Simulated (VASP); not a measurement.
Input of a VASP 6.6.1 run:

POSCAR

```
Rh
1.0
    2.7035119560      0.0000000000      0.0000000000
   -1.3517559780      2.3413100333      0.0000000000
    0.0000000000      0.0000000000      4.3568814166
Rh
2
Direct
    0.3333333333      0.6666666667      0.2500000000
    0.6666666667      0.3333333333      0.7500000000
```

INCAR.step1

```
ALGO     = Normal         # electronic algorithm
EDIFF    = 1E-5           # SCF threshold, eV
ENCUT    = 550            # plane-wave cutoff, eV
GGA      = PE             # functional
GGA_COMPAT= False        
ISMEAR   = -1             # smearing method
LASPH    = True           # aspherical terms in the spheres
LCHARG   = False          # write CHGCAR
LREAL    = False          # projectors in reciprocal space
LWAVE    = True           # write WAVECAR
NBANDS   = 22             # bands
NELM     = 120            # most SCF steps
PREC     = Accurate       # precision mode
SIGMA    = 0.1            # smearing width, eV
```

Contents of INCAR.step2:

```
ALGO     = Normal         # electronic algorithm
EDIFF    = 1E-6           # SCF threshold, eV
ENCUT    = 550            # plane-wave cutoff, eV
GGA_COMPAT= False        
ISIF     = 2              # what is computed and relaxed
ISMEAR   = -1             # smearing method
ISTART   = 1            
LASPH    = True           # aspherical terms in the spheres
LCHARG   = True           # write CHGCAR
LELF     = True           # ELF
LMIXTAU  = True         
LREAL    = False          # projectors in reciprocal space
LVHAR    = True         
LWAVE    = False          # write WAVECAR
METAGGA  = R2SCAN         # meta-GGA
NBANDS   = 22             # bands
NELM     = 120            # most SCF steps
PREC     = Accurate       # precision mode
SIGMA    = 0.1            # smearing width, eV
```

KPOINTS

```
k-points
0
Gamma
  7 7 4
```

Potentials or basis: VASP PAW PBE potentials, release 64 (Rh_pv).

The run is started by

```console
$ cat potpaw_PBE.64/Rh_pv/POTCAR > POTCAR
$ cp INCAR.step1 INCAR
$ mpirun -np 1 vasp_std > vasp.out
$ cp INCAR.step2 INCAR
$ mpirun -np 1 vasp_std > vasp.out
```

Q: What does it give for the band gap on the k mesh?

A: Zero (band 15 reaches 12.26 eV, above the bottom of band 16 at 10.13 eV).

Q: What does it give for the pressure?

A: 0.2 GPa.

Stress tensor (GPa, compression positive):
```
-1.57  0.00  0.00
 0.00 -1.57  0.00
 0.00  0.00  3.66
```

Caveat: the k points lie up to 0.38 Å⁻¹ apart; the PAW data sets were made with another functional, which shifts forces and pressure a little.
